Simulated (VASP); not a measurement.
A run of VASP 6.6.1:

The input INCAR:

```
  PREC = Accurate
  ENCUT = 520
  EDIFF = 1E-6
  ISMEAR = -1
  SIGMA = 0.1
  LREAL = False
  LASPH = True
  NELM = 100
  ALGO = Normal
  ISIF = 2
  LWAVE = False
  LCHARG = False
  GGA = RE
  NBANDS = 18
```

KPOINTS

```
regular mesh
0
Gamma
  10 10 10
```

POSCAR

```
Yb
1.0
    3.3379703297      0.0000000000      0.0000000000
    0.0000000000      3.3379703297      0.0000000000
    0.0000000000      0.0000000000      3.3379703297
Yb
1
Direct
    0.0000000000      0.0000000000      0.0000000000
```

Potentials or basis: VASP PAW PBE potentials, release 64 (Yb).

Launch:

```console
$ cat potpaw_PBE.64/Yb/POTCAR > POTCAR
$ mpirun -np 1 vasp_std > vasp.out
```

Hardware: 1 thread of Intel(R) Xeon(R) Platinum 8259CL CPU @ 2.50GHz (Skylake/Cascade Lake), with other jobs on the host.

Estimate the wall time of this run.

It took 79 s on 1 thread of Intel(R) Xeon(R) Platinum 8259CL CPU @ 2.50GHz (Skylake/Cascade Lake), on a shared host, peak memory 0.19 GiB. Counts: scf iterations 26, k points 56.
